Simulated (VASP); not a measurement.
Write the native input for VASP 6.6.1 that does the following.

| Property | Result |
| --- | --- |
| Task | single point |
| Functional | BLYP |
| Dispersion | D3(BJ) |
| Potentials or basis | VASP PAW PBE potentials, release 64 (Gd, O) |
| Cutoff | 520 eV |
| k mesh | 8 × 8 × 8 |
| Occupations | gaussian, width 0.05 eV |
| Spin | collinear spin, ferromagnetic start |
| Starting moments | [7.72, 0.04] μB |
| Hubbard terms | Gd f U = 6.0 eV |
| Dipole correction | no |
| Further INCAR settings | ALGO = Normal; EDIFF = 1e-06; NBANDS = 23 |

The structure of GdO lies in POSCAR:

```
GdO
1.0
    0.0000000000      2.6986235448      2.6986235448
    2.6986235448      0.0000000000      2.6986235448
    2.6986235448      2.6986235448      0.0000000000
Gd O
1 1
Direct
    0.0000000000      0.0000000000      0.0000000000
    0.2500000000      0.2500000000      0.2500000000
```

This cell differs from its parent crystal: volume scaled by 1.02.

These files were run (other wordings do the same):

INCAR

```
PREC = Accurate
ENCUT = 520
EDIFF = 1E-6
ISMEAR = 0
SIGMA = 0.05
LREAL = False
LASPH = True
NELM = 150
ALGO = Normal
ISIF = 2
LWAVE = False
LCHARG = False
ISPIN = 2
MAGMOM = 7.72 0.04
LORBIT = 11
LMAXMIX = 6
LDAU = True
LDAUTYPE = 2
LDAUL = 3 -1
LDAUU = 6 0
LDAUJ = 0 0
LDAUPRINT = 1
GGA = B5
ALDAX = 1.0
AGGAX = 1.0
AGGAC = 1.0
ALDAC = 0.0
IVDW = 12
VDW_S6 = 1.0
VDW_S8 = 2.6996
VDW_A1 = 0.4298
VDW_A2 = 4.2359
NBANDS = 23
```

KPOINTS

```
Automatic mesh
0
Gamma
  8 8 8
```

Potentials or basis: VASP PAW PBE potentials, release 64 (Gd, O).

Command:

```sh
$ cat potpaw_PBE.64/Gd/POTCAR potpaw_PBE.64/O/POTCAR > POTCAR
$ mpirun -np 1 vasp_std > vasp.out
```

It gave:

```
Pressure                                              : -1.8 GPa
Net moment                                            : 7.90 μB per cell
Site moments                                          : Gd +7.08; O +0.02 μB
Valence electrons inside the program's atomic spheres : Gd 15.16; O 5.01
Dispersion energy per atom                            : -0.647 eV
```

Caveat: the PAW data sets were made with another functional, which shifts forces and pressure a little; a cell with one magnetic atom can't hold antiferromagnetic order, which such compounds often take; pairwise dispersion overbinds metals, which lowers pressure and volume.

Run time: 66 s on 1 thread of Intel Xeon 6975P-C, with other jobs on the host, peak memory 0.21 GiB.
